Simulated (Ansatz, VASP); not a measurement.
**Two plane-wave programs on BaTe**

```
Ba Te
1.0
     0.00000    3.47688    3.47688
     3.47688    0.00000    3.47688
     3.47688    3.47688    0.00000
Ba Te
1 1
Direct
  0.00000 0.00000 0.00000
  0.50000 0.50000 0.50000
```

Alike in both runs: task single point; functional r2SCAN; k mesh 7 × 7 × 7; occupations fermi-dirac, width 0.05 eV; no spin polarisation.

```csv
,VASP,Ansatz
version,VASP 6.6.1,Ansatz 0.2.0
potentials or method,"VASP PAW PBE potentials, release 64 (Ba_sv, Te)",Ansatz PAW
plane-wave cutoff (eV),520,500
valence electrons in the cell,16,26
```

Ansatz gave:

```
gap on the k mesh at the Fermi level (eV) : 1.96
least direct gap on the mesh (eV)         : 2.32
pressure (GPa)                            : 1.6
```

Q: Which values does VASP return?

A: gap on the k mesh at the Fermi level (eV): 1.88; least direct gap on the mesh (eV): 2.27; pressure (GPa): 2.0.

VASP's potentials were made for PBE, not for r2SCAN. With one functional, cell and mesh, what is left measures potentials, basis and numerics. VASP's potentials hold 16 valence electrons a cell and Ansatz's 26, so a difference there can come from the potentials and not from the codes.

Spin-orbit coupling is off throughout. Noted on Ansatz's run: odd divisions of the mesh miss points on the zone boundary, where band edges often lie, so the gap on the mesh can be too wide.
